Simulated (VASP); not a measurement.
# LiF (Fm-3m) in VASP: notebook, part 2 of 2

VASP 6.6.1. Earlier steps stand in the parts before.

**3. Single point, LDA**

Input file INCAR:

```
SYSTEM = LiF
PREC = Accurate
ENCUT = 750
EDIFF = 1E-6
ISMEAR = 0
SIGMA = 0.02
LREAL = .False.
LASPH = .True.
NELM = 120
ALGO = Normal
ISIF = 2
LWAVE = .False.
LCHARG = .False.
NBANDS = 12
GGA_COMPAT = .False.
```

Input file KPOINTS:

```
Automatic mesh
0
Gamma
  10 10 10
  0 0 0
```

Input file POSCAR:

```
LiF
1.0
    0.0000000000      1.9536223519      1.9536223519
    1.9536223519      0.0000000000      1.9536223519
    1.9536223519      1.9536223519      0.0000000000
Li F
1 1
Direct
    0.0000000000      0.0000000000      0.0000000000
    0.5000000000      0.5000000000      0.5000000000
```

Potentials or basis: VASP PAW LDA potentials, release 64 (Li_sv, F).

Run with:

```sh
cat potpaw_LDA.64/Li_sv/POTCAR potpaw_LDA.64/F/POTCAR > POTCAR
mpirun -np 1 vasp_std > vasp.out
```

OUTCAR:

```text
SYSTEM = LiF
   PREC = Accurate
   ENCUT = 750
   EDIFF = 1E-6
   ISMEAR = 0
   LREAL = .False.
   LASPH = .True.
   NELM = 120
   ISIF = 2

 ion  position               nearest neighbor table
   1  0.000  0.000  0.000-   2 1.95   2 1.95   2 1.95   2 1.95   2 1.95   2 1.95
   2  0.500  0.500  0.500-   1 1.95   1 1.95   1 1.95   1 1.95   1 1.95   1 1.95

  LATTYP: Found a face centered cubic cell.
 ALAT       =     3.9072447038

  Lattice vectors:

 A1 = (   0.0000000000,   1.9536223519,   1.9536223519)
 A2 = (   1.9536223519,   0.0000000000,   1.9536223519)
 A3 = (   1.9536223519,   1.9536223519,   0.0000000000)

Analysis of symmetry for initial positions (statically):
=====================================================================
 Subroutine PRICEL returns:
 Original cell was already a primitive cell.

 Routine SETGRP: Setting up the symmetry group for a
 face centered cubic supercell.

 Subroutine GETGRP returns: Found 48 space group operations
 (whereof 48 operations were pure point group operations)
 out of a pool of 48 trial point group operations.

The static configuration has the point symmetry O_h .

Analysis of symmetry for dynamics (positions and initial velocities):
=====================================================================
[... 180 lines left out ...]
     11      24.1061      0.00000
     12      24.1061      0.00000
[... 331 lines left out ...]
 k-point    24 :       0.4000    0.3000    0.0000
  band No.  band energies     occupation
      1     -40.1821      2.00000
      2     -19.8878      2.00000
      3      -3.4045      2.00000
      4      -1.7423      2.00000
      5      -1.6103      2.00000
      6      12.9046      0.00000
      7      16.1980      0.00000
      8      18.4164      0.00000
      9      19.9865      0.00000
     10      21.0810      0.00000
     11      35.0297      0.00000
     12      35.4618      0.00000

 [... further k-points ...]

------------------------ aborting loop because EDIFF is reached ----------------------------------------

  FORCE on cell =-STRESS in cart. coord.  units (eV):
  Direction    XX          YY          ZZ          XY          YZ          ZX
  --------------------------------------------------------------------------------------
  -------------------------------------------------------------------------------------
  Total       -0.0386822     -0.0386822     -0.0386822     -0.0000000     -0.0000000     -0.0000000
  in kB       -4.1559472     -4.1559472     -4.1559472     -0.0000000     -0.0000000     -0.0000000
  external PRESSURE =      -4.1559472 kB  Pullay stress =       0.0000000 kB

 VOLUME and BASIS-vectors are now :
 -----------------------------------------------------------------------------
  energy-cutoff  :      750.00
  volume of cell :       14.91
      direct lattice vectors                 reciprocal lattice vectors
     0.000000000  1.953622352  1.953622352    -0.255934828  0.255934828  0.255934828
     1.953622352  0.000000000  1.953622352     0.255934828 -0.255934828  0.255934828
     1.953622352  1.953622352  0.000000000     0.255934828  0.255934828 -0.255934828

 POSITION                                       TOTAL-FORCE (eV/Angst)
 -----------------------------------------------------------------------------------
      0.00000      0.00000      0.00000        -0.000000     -0.000000     -0.000000
      1.95362      1.95362      1.95362         0.000000      0.000000      0.000000
 -----------------------------------------------------------------------------------
    total drift:                                0.000000      0.000000      0.000000

  FREE ENERGIE OF THE ION-ELECTRON SYSTEM (eV)
  ---------------------------------------------------
  free  energy   TOTEN  =       -10.5068365113 eV

  energy  without entropy=      -10.5068365113  energy(sigma->0) =      -10.50683651
```

OSZICAR:

```text
N       E                     dE             d eps       ncg     rms          rms(c)
DAV:   1     0.402898806136E+02    0.40290E+02   -0.66984E+03  1160   0.109E+03
DAV:   2    -0.958986805476E+01   -0.49880E+02   -0.48825E+02  1356   0.222E+02
DAV:   3    -0.109786997937E+02   -0.13888E+01   -0.13843E+01  1440   0.320E+01
DAV:   4    -0.109956466925E+02   -0.16947E-01   -0.16946E-01  1288   0.393E+00
DAV:   5    -0.109958106460E+02   -0.16395E-03   -0.16395E-03  1420   0.300E-01    0.422E+00
DAV:   6    -0.105230578825E+02    0.47275E+00   -0.21291E+00  1260   0.916E+00    0.131E+00
DAV:   7    -0.105121519479E+02    0.10906E-01   -0.16040E-02  1468   0.112E+00    0.789E-01
DAV:   8    -0.105068523805E+02    0.52996E-02   -0.87865E-03  1544   0.102E+00    0.980E-02
DAV:   9    -0.105068236710E+02    0.28710E-04   -0.72537E-04  1276   0.254E-01    0.376E-02
DAV:  10    -0.105068370115E+02   -0.13341E-04   -0.28478E-05  1312   0.419E-02    0.754E-03
DAV:  11    -0.105068365113E+02    0.50024E-06   -0.15484E-06  1188   0.139E-02
   1 F= -.10506837E+02 E0= -.10506837E+02  d E =-.635206E-22
```

stdout:

```text
POSCAR found type information on POSCAR LiF
 POSCAR found :  2 types and       2 ions
 scaLAPACK will be used
 LDA part: xc-table for (Slater(with rela. corr.)+CA(PZ))
 , standard interpolation
 POSCAR, INCAR and KPOINTS ok, starting setup
 FFT: planning ... GRIDC
 FFT: planning ... GRID_SOFT
 FFT: planning ... GRID
 WAVECAR not read
 entering main loop
```

It used 23 s of CPU time on 1 thread of Intel Xeon 8259CL, on a shared host.

Results:

* Free energy: -10.5068 eV
* Pressure: -0.4 GPa
* Band gap on the k mesh: 9.69 eV

Levels at points of the mesh, in eV from the valence-band top:
```tsv
k point	band 3	band 4	band 5	band 6	band 7	band 8
(0.00, 0.00, 0.00)	0.00	0.00	0.00	9.69	24.66	24.66
(0.50, 0.00, 0.00)	-2.87	-0.26	-0.26	10.86	17.47	19.13
(0.50, 0.50, 0.00)	-3.54	-1.18	-1.18	15.29	16.45	18.26
```

**4. Relaxation of cell and atoms, LDA**

Input file INCAR:

```
SYSTEM = LiF
PREC = Accurate
ENCUT = 750
EDIFF = 1E-7
ISMEAR = 0
SIGMA = 0.02
LREAL = .False.
LASPH = .True.
NELM = 120
ALGO = Normal
ISIF = 3
LWAVE = .False.
LCHARG = .False.
IBRION = 2
NSW = 100
EDIFFG = -0.002
GGA_COMPAT = .False.
NELMIN = 4
```

Input file KPOINTS:

```
regular mesh
0
Gamma
  10 10 10
  0 0 0
```

Input file POSCAR:

```
LiF
1.0
    0.0000000000      1.9538102033      1.9538102033
    1.9538102033      0.0000000000      1.9538102033
    1.9538102033      1.9538102033      0.0000000000
Li F
1 1
Direct
    0.0000000000      0.0000000000      0.0000000000
    0.5000000000      0.5000000000      0.5000000000
```

Potentials or basis: VASP PAW LDA potentials, release 64 (Li_sv, F).

Run with:

```sh
cat potpaw_LDA.64/Li_sv/POTCAR potpaw_LDA.64/F/POTCAR > POTCAR
mpirun -np 1 vasp_std > vasp.out
```

OUTCAR:

```text
SYSTEM = LiF
   PREC = Accurate
   ENCUT = 750
   EDIFF = 1E-7
   ISMEAR = 0
   LREAL = .False.
   LASPH = .True.
   NELM = 120
   ISIF = 3
   IBRION = 2
   NSW = 100
   EDIFFG = -0.002
   NELMIN = 4

 ion  position               nearest neighbor table
   1  0.000  0.000  0.000-   2 1.95   2 1.95   2 1.95   2 1.95   2 1.95   2 1.95
   2  0.500  0.500  0.500-   1 1.95   1 1.95   1 1.95   1 1.95   1 1.95   1 1.95

  LATTYP: Found a face centered cubic cell.
 ALAT       =     3.9076204066

  Lattice vectors:

 A1 = (   0.0000000000,   1.9538102033,   1.9538102033)
 A2 = (   1.9538102033,   0.0000000000,   1.9538102033)
 A3 = (   1.9538102033,   1.9538102033,   0.0000000000)

Analysis of symmetry for initial positions (statically):
=====================================================================
 Subroutine PRICEL returns:
 Original cell was already a primitive cell.

[... 300 lines left out ...]
      1     -40.2461      2.00000
      2     -20.5229      2.00000
      3      -0.6776      2.00000
      4      -0.6776      2.00000
      5      -0.6776      2.00000
      6       9.0642      0.00000
      7      24.0424      0.00000
      8      24.0424      0.00000
      9      24.0424      0.00000
[... 265 lines left out ...]
 k-point    24 :       0.4000    0.3000    0.0000
  band No.  band energies     occupation
      1     -40.1404      2.00000
      2     -19.8635      2.00000
      3      -3.3876      2.00000
      4      -1.7160      2.00000
      5      -1.5831      2.00000
      6      12.9858      0.00000
      7      16.2607      0.00000
      8      18.5032      0.00000
      9      20.0742      0.00000

 [... further k-points ...]

------------------------ aborting loop because EDIFF is reached ----------------------------------------

  FORCE on cell =-STRESS in cart. coord.  units (eV):
  Direction    XX          YY          ZZ          XY          YZ          ZX
  --------------------------------------------------------------------------------------
  -------------------------------------------------------------------------------------
  Total        0.0008740      0.0008740      0.0008740      0.0000000      0.0000000      0.0000000
  in kB        0.0943488      0.0943488      0.0943488      0.0000000      0.0000000      0.0000000
  external PRESSURE =       0.0943488 kB  Pullay stress =       0.0000000 kB
[... 17 lines left out ...]
  FREE ENERGIE OF THE ION-ELECTRON SYSTEM (eV)
  ---------------------------------------------------
  free  energy   TOTEN  =       -10.5069307825 eV

  energy  without entropy=      -10.5069307825  energy(sigma->0) =      -10.50693078

 reached required accuracy - stopping structural energy minimisation
```

OSZICAR:

```text
N       E                     dE             d eps       ncg     rms          rms(c)
DAV:   1     0.408069485778E+02    0.40807E+02   -0.71870E+03   886   0.150E+03
DAV:   2    -0.961969220209E+01   -0.50427E+02   -0.49774E+02   936   0.246E+02
DAV:   3    -0.109756059592E+02   -0.13559E+01   -0.13519E+01  1026   0.387E+01
DAV:   4    -0.109956204652E+02   -0.20015E-01   -0.19992E-01  1183   0.455E+00
[... 24 lines left out ...]
DAV:   1    -0.105071104381E+02   -0.18912E-03   -0.35847E-03   850   0.630E-01    0.110E-01
DAV:   2    -0.105069368746E+02    0.17356E-03   -0.98078E-04   872   0.266E-01    0.206E-02
DAV:   3    -0.105069328121E+02    0.40625E-05   -0.63219E-06  1154   0.323E-02    0.117E-02
DAV:   4    -0.105069307797E+02    0.20325E-05   -0.21856E-06  1244   0.155E-02    0.794E-04
DAV:   5    -0.105069307825E+02   -0.28774E-08   -0.10177E-07   699   0.370E-03
   4 F= -.10506931E+02 E0= -.10506931E+02  d E =-.106093E-03
```

Wall time 78 s (1 thread of Intel Xeon 8259CL, shared host); peak memory 0.13 GiB.

Results:

| Quantity | Value |
| --- | --- |
| Free energy | -10.5069 eV |
| Relaxed volume | 7.42 Å³/atom |
| Relaxed cell | a = 2.758 Å, b = 2.758 Å, c = 2.758 Å, α = 60.00°, β = 60.00°, γ = 60.00° |
| Space group after relaxing (to 0.1 Å) | Fm-3m (No. 225) |
| Energy gained by relaxing | 0.1 meV/atom |
| Ionic steps | 4 |
| Pressure after relaxing | 0.0 GPa |
| Band gap on the k mesh | 9.74 eV |

Step by step:
```csv
step,energy change (eV),largest force (eV/Å),pressure (GPa),volume (Å³)
1,0.0000,0.0000,-0.47,14.92
2,-0.0001,0.0000,-0.18,14.87
3,-0.0001,0.0000,0.13,14.82
4,-0.0001,0.0000,0.01,14.84
```

Final structure:
```
CELL_PARAMETERS angstrom
0.00000 1.95049 1.95049
1.95049 0.00000 1.95049
1.95049 1.95049 0.00000
ATOMIC_POSITIONS crystal
Li 0.00000 0.00000 0.00000
F 0.50000 0.50000 0.50000
```

A k mesh can miss the band edges.

**5. Overview**

```csv
task,cell,k mesh,smearing,gap on the mesh (eV),pressure (GPa)
single point,"a = 2.763 Å, angles 60.0°, 2 atoms",8 × 8 × 8,gaussian 0.1 eV,9.69,-0.4
single point,"a = 2.763 Å, angles 60.0°, 2 atoms",10 × 10 × 10,gaussian 0.02 eV,9.69,-0.4
relaxation of cell and atoms,"relaxed from a = 2.763 Å, angles 60.0°, 2 atoms",10 × 10 × 10,gaussian 0.02 eV,9.74,0.0
```

Alike in all rows: level LDA; potentials or basis VASP PAW LDA potentials, release 64 (Li_sv, F); no spin polarisation; cutoff (eV) 750.

Total energies depend on the potentials used, so only differences within one code and one set of settings carry meaning.
